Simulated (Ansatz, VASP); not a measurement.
## Si8N in VASP and in Ansatz

```
CELL_PARAMETERS angstrom
7.63103 0.00000 0.00000
0.00000 6.31294 0.00000
0.00000 0.00000 23.03187
ATOMIC_POSITIONS crystal
Si 0.00000 0.93690 0.17367
Si 0.50000 0.93690 0.17367
Si 0.00000 0.56310 0.17367
Si 0.50000 0.56310 0.17367
Si 0.25000 0.43690 0.22150
Si 0.75000 0.43690 0.22150
Si 0.25000 0.06310 0.22150
Si 0.75000 0.06310 0.22150
Si 0.25000 0.93327 0.31772
Si 0.75000 0.93327 0.31772
Si 0.25000 0.56673 0.31772
Si 0.75000 0.56673 0.31772
Si 0.00000 0.42663 0.35741
Si 0.50000 0.42663 0.35741
Si 0.00000 0.07337 0.35741
Si 0.50000 0.07337 0.35741
N 0.25000 0.17663 0.49201
N 0.25000 0.17663 0.53977
```

Alike in both runs: task single point; functional PBE; dispersion D3(BJ); k mesh 4 × 4 × 1; occupations gaussian, width 0.05 eV; no spin polarisation.

```csv
,VASP,Ansatz
version,VASP 6.6.1,Ansatz 0.2.0
potentials or method,"VASP PAW PBE potentials, release 64 (Si, N), cutoff 520 eV","scalar-relativistic, plane waves, PAW"
valence electrons in the cell,74,74
```

|  | VASP | Ansatz | Ansatz less VASP |
| --- | --- | --- | --- |
| gap on the k mesh at the Fermi level (eV) | none | none | - |
| rms of the force components (eV/Å) | 0.525 | 0.323 | -0.2011 |

Atom by atom the forces differ by 0.346 eV/Å (rms over components). A gap of «none» marks a metal or a gap that the smearing closes. One of these differences is far larger than is usual between the two programs; its cause wasn't traced.

Noted on VASP's run: the standard files for N, O and F lose accuracy on very short bonds.
